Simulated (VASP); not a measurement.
WAu:

```
CELL_PARAMETERS angstrom
0.00000 2.74798 2.74798
2.74798 0.00000 2.74798
2.74798 2.74798 0.00000
ATOMIC_POSITIONS crystal
W 0.00000 0.00000 0.00000
Au 0.75000 0.75000 0.75000
```

- Program: VASP 6.6.1
- Task: relaxation of cell and atoms
- Functional: BLYP
- Dispersion: D3(BJ)
- Potentials or basis: VASP PAW PBE potentials, release 64 (W_sv, Au)
- Cutoff: 600 eV
- k mesh: 8 × 8 × 8
- Occupations: fermi-dirac, width 0.05 eV
- Spin: no spin polarisation

At the start: pressure 30.6 GPa; volume 20.75 Å³/atom.

Question: How do energy, volume and symmetry change on relaxing?

Answer: Over 5 steps the energy falls by 285.5 meV/atom and the volume is 24.22 Å³/atom (+16.7 %); space group F-43m (No. 216, to 0.05 Å).

The path:
| step | energy change (eV) | largest force (eV/Å) | pressure (GPa) | volume (Å³) |
| --- | --- | --- | --- | --- |
| 1 | 0.0000 | 0.0000 | 30.61 | 41.50 |
| 2 | 1.3518 | 0.0000 | -19.10 | 70.15 |
| 3 | -0.5618 | 0.0000 | -2.75 | 49.50 |
| 4 | -0.5706 | 0.0000 | -0.65 | 48.68 |
| 5 | -0.5710 | 0.0000 | -0.06 | 48.45 |

Final structure:
```yaml
crystal:
  lattice:
    - [0.00000, 2.89340, 2.89340]
    - [2.89340, 0.00000, 2.89340]
    - [2.89340, 2.89340, 0.00000]
  atoms:
    - { symbol: W, position: [0.00000, 0.00000, 0.00000] }
    - { symbol: Au, position: [0.75000, 0.75000, 0.75000] }
```

Caveat: the volume moved by over 15 % at a fixed basis, so the end points are rough; the PAW data sets were made with another functional, which shifts forces and pressure a little; pairwise dispersion overbinds metals, which lowers pressure and volume.
